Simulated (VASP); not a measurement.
Ge, 1 atom in the cell. The structure is hexagonal, space group P6/mmm (No. 191). Conventional cell: a = 2.848 Å, b = 2.848 Å, c = 2.804 Å, α = 90.00°, β = 90.00°, γ = 120.00°. Ge (site symmetry 6/mmm) has 8 Ge at 2.80 to 2.85 Å within 3.7 Å. 

- Program: VASP 6.6.1
- Task: single point
- Functional: PBE
- Potentials or basis: VASP PAW PBE potentials, release 64 (Ge_d)
- Cutoff: 520 eV
- k mesh: 6 × 6 × 6
- Occupations: gaussian, width 0.1 eV
- Spin: no spin polarisation
- Dipole correction: no
- Further INCAR settings: ALGO = Normal; EDIFF = 1e-06; NBANDS = 13

Potentials or basis: VASP PAW PBE potentials, release 64 (Ge_d).

Run with:

```sh
$ cat potpaw_PBE.64/Ge_d/POTCAR > POTCAR
$ mpirun -np 1 vasp_std > vasp.out
```

Hardware: 1 thread of AMD EPYC 9R45 (Zen 5) (shared host).

Task: Estimate the wall time of this run.

Result: It took 6.8 s on 1 thread of AMD EPYC 9R45 (Zen 5) (shared host), peak memory 0.1 GiB. Counts: scf iterations 10, k points 28.
